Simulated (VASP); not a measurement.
Here is a VASP 6.6.1 calculation.

File INCAR:

```
SYSTEM = F
ALGO     = Normal         ! electronic algorithm
EDIFF    = 1E-7           ! SCF threshold, eV
ENCUT    = 520            ! plane-wave cutoff, eV
GGA      = PE             ! functional
ISIF     = 2              ! what is computed and relaxed
ISMEAR   = -1             ! smearing method
LASPH    = .True.         ! aspherical terms in the spheres
LCHARG   = .True.         ! write CHGCAR
LELF     = .True.         ! ELF
LREAL    = .False.        ! projectors in reciprocal space
LVHAR    = .True.       
LWAVE    = .False.        ! write WAVECAR
NBANDS   = 10             ! bands
NELM     = 100            ! most SCF steps
PREC     = Accurate       ! precision mode
SIGMA    = 0.1            ! smearing width, eV
```

KPOINTS

```
k-points
0
Gamma
  17 17 17
  0 0 0
```

POSCAR

```
F
1.0
    0.0000000000      1.5888543361      1.5888543361
    1.5888543361      0.0000000000      1.5888543361
    1.5888543361      1.5888543361      0.0000000000
F
1
Direct
    0.0000000000      0.0000000000      0.0000000000
```

Potentials or basis: VASP PAW PBE potentials, release 64 (F).

Command:

```sh
$ cat potpaw_PBE.64/F/POTCAR > POTCAR
$ mpirun -np 1 vasp_std > vasp.out
```

Question: Predict the pressure.

Answer: 22.2 GPa.

Caveat: an odd number of electrons without spin polarisation forces a metal; a magnetic or distorted state may lie lower.
